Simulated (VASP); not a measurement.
# Al (P1) in VASP: a series of runs

The runs below take Al through single point, with PBEsol.

Everything below comes from runs of VASP 6.6.1. Logs are shortened: lines on timing, memory, paths and dates and some standing lists are left out, and cuts for length are marked.

### Step 1. The cell of the first run

The typed cell holds 32 atoms: a = 8.233 Å, b = 8.233 Å, c = 8.233 Å, α = 90.00°, β = 90.00°, γ = 90.00°.

### Step 2. Single point, PBEsol

Input file INCAR:

```
SYSTEM = Al
PREC = Accurate
ENCUT = 520
EDIFF = 1E-6
ISMEAR = -1
SIGMA = 0.1
LREAL = Auto
LASPH = .True.
NELM = 60
ALGO = Normal
ISIF = 2
LWAVE = .False.
LCHARG = .False.
GGA = PS
NBANDS = 70
```

Input file KPOINTS:

```
Automatic mesh
0
Gamma
  2 2 2
  0 0 0
```

Input file POSCAR:

```
Al
1.0
    8.2328100000      0.0000000000      0.0000000000
    0.0000000000      8.2328100000      0.0000000000
    0.0000000000      0.0000000000      8.2328100000
Al
32
Direct
    0.5257500173      0.0116728067      0.0007409378
    0.7784098018      0.2285367936     -0.0112962646
    0.7185881856      0.0285321780      0.2791392003
    0.0141992831     -0.0198595619      0.0026965277
    0.2380475196      0.2384847944      0.0265158555
    0.4854843000      0.5122795255     -0.0202239576
    0.7496104003      0.7451890667      0.0112355320
    0.2765398448      0.0264186833      0.2836941457
    0.4913146301      0.2561458360      0.2724100277
    0.7492702977      0.4831278749      0.2670412654
    0.4945577512     -0.0134583453      0.5265516877
    0.7228637610      0.2663732067      0.5241709696
    0.7475576383     -0.0135798105      0.7446910593
   -0.0116242206      0.4898691941      0.0089884256
    0.2387034318      0.7492338582      0.0184505655
   -0.0251068590      0.2585629937      0.2566924294
    0.2931076996      0.4933430991      0.2514937184
    0.4787794204      0.7626679105      0.2522346562
   -0.0147580231     -0.0311072404      0.4835287101
    0.2465257913      0.2624255874      0.5337788677
    0.4782692665      0.5128747050      0.4974972093
    0.7406705608      0.7432334768      0.4812694572
    0.2383025966      0.0129724845      0.7495861073
    0.4869297360      0.2354481641      0.7487965834
    0.7215762297      0.5040320377      0.7235196731
    0.0154989609      0.7356297546      0.2469995056
    0.0219730566      0.4965862203      0.4437610002
    0.2514815719      0.7304310436      0.4841117431
   -0.0057331579      0.2385455270      0.7399539161
    0.2483113299      0.4981774145      0.7724944460
    0.4522271254      0.7734297281      0.7514566715
    0.0481245164      0.7510436898      0.7413021799
```

Potentials or basis: VASP PAW PBE potentials, release 64 (Al).

The run is started by

```bash
cat potpaw_PBE.64/Al/POTCAR > POTCAR
mpirun -np 1 vasp_std > vasp.out
```

OUTCAR:

```text
SYSTEM = Al
   PREC = Accurate
   ENCUT = 520
   EDIFF = 1E-6
   ISMEAR = -1
   LREAL = Auto
   LASPH = .True.
   NELM = 60
   ISIF = 2
   GGA = PS

 ion  position               nearest neighbor table
   1  0.526  0.012  0.001-   2 2.74   3 2.79  24 2.79  13 2.80   7 2.87  31 2.90  18 2.94   9 3.02
                             5 3.02   8 3.11  23 3.14  15 3.21
   2  0.778  0.229  0.989-  29 2.71   1 2.74  16 2.75  14 2.76   4 2.82  13 2.84   3 2.94  24 3.11
                            10 3.11  25 3.18   9 3.33   6 3.36
   3  0.719  0.029  0.279-   9 2.65  11 2.77   1 2.79  19 2.81  12 2.81  16 2.84  22 2.88   2 2.94
                            18 2.96   7 3.22   4 3.36
   4  0.014  0.980  0.003-  15 2.65  23 2.80   5 2.82   2 2.82  26 2.85  32 2.88   7 2.91  29 3.04
                            13 3.06  16 3.12   8 3.19   3 3.36
   5  0.238  0.238  0.027-   8 2.76   4 2.82  17 2.84  16 2.88   9 2.91  14 2.92  23 2.94  30 2.99
                             1 3.02   6 3.06  24 3.07  29 3.10
   6  0.485  0.512  0.980-  30 2.60  17 2.75  15 2.83  31 2.87  25 2.87   7 2.91  24 2.97  18 3.05
                             5 3.06   9 3.20  10 3.22   2 3.36
   7  0.750  0.745  0.011-   1 2.87  14 2.88   6 2.91   4 2.91  26 2.93  13 2.96  18 2.99  10 3.01
                            25 3.10   3 3.22  31 3.26  32 3.31
   8  0.277  0.026  0.284-   9 2.59  11 2.71  18 2.75   5 2.76  20 2.84  19 2.95  28 2.95   1 3.11
                            16 3.14  15 3.17   4 3.19  26 3.23
   9  0.491  0.256  0.272-  17 2.55   8 2.59   3 2.65  21 2.81  12 2.82  10 2.83   5 2.91  20 2.95
[... 29 lines left out ...]
  24  0.487  0.235  0.749-  20 2.66  12 2.69  23 2.75  11 2.75   1 2.79  30 2.93  25 2.94  13 2.97
                             6 2.97   5 3.07  21 3.08   2 3.11
  25  0.722  0.504  0.724-  12 2.55  21 2.74  22 2.81   6 2.87  24 2.94   7 3.10  29 3.14  31 3.14
                             2 3.18  14 3.22
  26  0.015  0.736  0.247-  27 2.55  15 2.63  19 2.75  28 2.75  14 2.83   4 2.85   7 2.93  22 2.97
                            10 3.03  17 3.03   8 3.23
  27  0.022  0.497  0.444-  16 2.52  26 2.55  10 2.68  28 2.72  17 2.74  20 2.77  22 3.10  12 3.18
                            32 3.23  29 3.24  30 3.29
  28  0.251  0.730  0.484-  21 2.59  18 2.69  32 2.70  27 2.72  26 2.75  17 2.76  31 2.78  11 2.93
                            19 2.94   8 2.95  30 3.05  23 3.19
  29  0.994  0.239  0.740-  20 2.69   2 2.71  23 2.74  12 2.86  13 2.90  30 3.00  14 3.03   4 3.04
                            19 3.06   5 3.10  25 3.14  27 3.24
  30  0.248  0.498  0.772-   6 2.60  32 2.67  20 2.76  31 2.83  14 2.89  15 2.89  24 2.93  21 2.95
                             5 2.99  29 3.00  28 3.05  27 3.29
  31  0.452  0.773  0.751-  11 2.57  23 2.64  28 2.78  15 2.82  30 2.83   6 2.87   1 2.90  13 3.00
                            21 3.00  25 3.14   7 3.26  22 3.26  32 3.33
  32  0.048  0.751  0.741-  23 2.67  30 2.67  28 2.70  15 2.77  19 2.83   4 2.88  14 3.12  13 3.14
                            27 3.23   7 3.31  22 3.32  31 3.33

  LATTYP: Found a simple cubic cell.
 ALAT       =     8.2328100000

  Lattice vectors:

 A1 = (   8.2328100000,   0.0000000000,   0.0000000000)
 A2 = (   0.0000000000,   8.2328100000,   0.0000000000)
 A3 = (   0.0000000000,   0.0000000000,   8.2328100000)

Analysis of symmetry for initial positions (statically):
=====================================================================
 Subroutine PRICEL returns:
 Original cell was already a primitive cell.

 Routine SETGRP: Setting up the symmetry group for a
 simple cubic supercell.

 Subroutine GETGRP returns: Found  1 space group operations
 (whereof  1 operations were pure point group operations)
 out of a pool of 48 trial point group operations.

The static configuration has the point symmetry C_1 .

Analysis of symmetry for dynamics (positions and initial velocities):
=====================================================================
 Subroutine PRICEL returns:
 Original cell was already a primitive cell.

[... 45 lines left out ...]
   TEBEG  =    0.0;   TEEND  =   0.0 temperature during run
   PSTRESS=    0.0 pullay stress
   NELECT =      96.0000    total number of electrons
   NUPDOWN=      -1.0000    fix difference up-down
   EMIN   =  10.00;   EMAX   =-10.00  energy-range for DOS
   EFERMI =   0.00;   METHOD = LEGACY
   ISMEAR =    -1;   SIGMA  =   0.10  broadening in eV -4-tet -1-fermi 0-gaus
   EFERMI_NEDOS =   21; number of points for ismear=-14 and -15
   IALGO  =     38    algorithm
   IMIX   =      4    mixing-type and parameters
     AMIX     =   0.40;   BMIX     =  1.00
     AMIX_MAG =   1.60;   BMIX_MAG =  1.00
  volume/ion in A,a.u.               =      17.44       117.68
  Fermi-wavevector in a.u.,A,eV,Ry     =   0.910508  1.720611 11.279570  0.829025
  Thomas-Fermi vector in A             =   2.034679
   LORBIT       =      0    0 simple, 1 ext, 2 COOP (PROOUT), +10 PAW based schemes
   GGA     = PS    functional components
   LHFCALC =     F    Hartree Fock is set to
   AEXX    =    0.0000 exact exchange contribution
   IVDW    =     0    specifies the selected vdW correction
   LEPSILON=     F    determine dielectric tensor
   LRPA    =     F    only Hartree local field effects (RPA)
 non-spin polarized calculation
  energy-cutoff  :      520.00
  volume of cell :      558.01
 maximum number of plane-waves:     15155
 NGX is ok and might be reduce to    64
   NGX = 31   NGY = 31   NGZ = 31

 number of electron      96.0000000 magnetization

 Free energy of the ion-electron system (eV)
  ---------------------------------------------------
  ext. energy  EPLUGINS =         0.00000000
  ---------------------------------------------------
  free energy    TOTEN  =      -127.31352389 eV

  energy without entropy =     -126.84698667  energy(sigma->0) =     -127.08025528

 E-fermi :   7.1098     XC(G=0): -10.0329

 val. band max:        7.0980992871   @ k =   0.5000   0.0000   0.0000
 cond. band min:       7.1111842842   @ k =   0.5000   0.0000   0.5000
 fundamental gap:      0.0130849971
 Fermi energy:         7.1098173569

 k-point     1 :       0.0000    0.0000    0.0000
  band No.  band energies     occupation
      1      -3.4936      2.00000
      2      -1.6006      2.00000
      3      -1.5349      2.00000
      4      -1.4585      2.00000
      5      -1.2064      2.00000
      6      -1.0723      2.00000
[... 493 lines left out ...]
     59      10.1762      0.00000
     60      10.2333      0.00000
 [bands above 60 left out]

------------------------ aborting loop because EDIFF is reached ----------------------------------------

  FORCE on cell =-STRESS in cart. coord.  units (eV):
  Direction    XX          YY          ZZ          XY          YZ          ZX
  --------------------------------------------------------------------------------------
  -------------------------------------------------------------------------------------
  Total       -3.6687551     -5.0153296     -6.1907217     -1.3976136      0.0776734      1.4100381
  in kB      -10.5337989    -14.4001092    -17.7749173     -4.0128545      0.2230173      4.0485279
  external PRESSURE =     -14.2362751 kB  Pullay stress =       0.0000000 kB

 VOLUME and BASIS-vectors are now :
 -----------------------------------------------------------------------------
  energy-cutoff  :      520.00
  volume of cell :      558.01
      direct lattice vectors                 reciprocal lattice vectors
     8.232810000  0.000000000  0.000000000     0.121465211  0.000000000  0.000000000
     0.000000000  8.232810000  0.000000000     0.000000000  0.121465211  0.000000000
     0.000000000  0.000000000  8.232810000     0.000000000  0.000000000  0.121465211

 POSITION                                       TOTAL-FORCE (eV/Angst)
 -----------------------------------------------------------------------------------
      4.32840      0.09610      0.00610        -0.673955     -0.203078      0.178863
      6.40850      1.88150      8.13981        -0.480738      0.271930      0.231145
      5.91600      0.23490      2.29810         0.474577     -0.412839     -0.299626
      0.11690      8.06931      0.02220        -0.382028      0.267656      0.193268
      1.95980      1.96340      0.21830         0.264857      0.146978     -0.354334
      3.99690      4.21750      8.06631         0.734886     -0.236937      0.512656
[... 24 lines left out ...]
      3.72310      6.36750      6.18660         0.635920     -0.728905      0.455199
      0.39620      6.18320      6.10300        -0.954951     -0.226901      0.033615
 -----------------------------------------------------------------------------------
    total drift:                                0.020901      0.017257      0.013097

  FREE ENERGIE OF THE ION-ELECTRON SYSTEM (eV)
  ---------------------------------------------------
  free  energy   TOTEN  =      -127.3135238912 eV

  energy  without entropy=     -126.8469866674  energy(sigma->0) =     -127.08025528
```

Run time: 4.6 min. Hardware: 1 thread of Intel Xeon 6975P-C (Granite Rapids), shared host; peak memory 0.6 GiB.

Results:

```yaml
Free_energy: -127.3135 eV
Pressure: -1.4 GPa
Largest_force: 1.711 eV/Å
Band_gap_on_the_k_mesh: zero (bands 48 and 49 overlap by 0.74 eV)
```

Forces on the atoms (eV/Å):
```
Al  -0.674 -0.203  0.179
Al  -0.481  0.272  0.231
Al   0.475 -0.413 -0.300
Al  -0.382  0.268  0.193
Al   0.265  0.147 -0.354
Al   0.735 -0.237  0.513
Al  -0.093 -0.058 -0.058
Al  -0.960 -0.618 -0.258
Al   0.393  0.053 -0.245
Al  -0.685  0.514 -0.590
Al   0.084  0.397 -0.637
Al   0.518 -0.802 -0.567
Al   0.179 -0.177 -0.020
Al   0.221  0.141 -0.365
Al   0.607 -0.068 -0.224
Al   0.616 -1.383 -0.107
Al  -1.246  0.109 -0.765
Al   0.828  0.123 -0.287
Al   0.294  0.618  0.112
Al  -0.092 -0.106 -0.896
Al   0.759 -0.277  0.639
Al   0.009  0.116  0.141
Al   0.059  0.193  0.249
Al   0.119  0.450  0.744
Al   0.428  0.562  0.899
Al  -0.529  0.598 -0.341
Al  -0.182 -0.056  1.701
Al  -0.423  0.796  0.336
Al  -0.174  0.343  0.001
Al  -0.350 -0.346 -0.414
Al   0.636 -0.729  0.455
Al  -0.955 -0.227  0.034
```

Stress tensor (GPa, compression positive):
```
-1.05 -0.40  0.40
-0.40 -1.44  0.02
 0.40  0.02 -1.78
```

Caveat: the k points lie up to 0.38 Å⁻¹ apart, too coarse for converged energies and pressures of a metal; the PAW data sets were made with another functional, which shifts forces and pressure a little.

(Part 1 of 2 ends here.)

The gap in the log of VASP goes by the Fermi energy; the results here count the filled bands.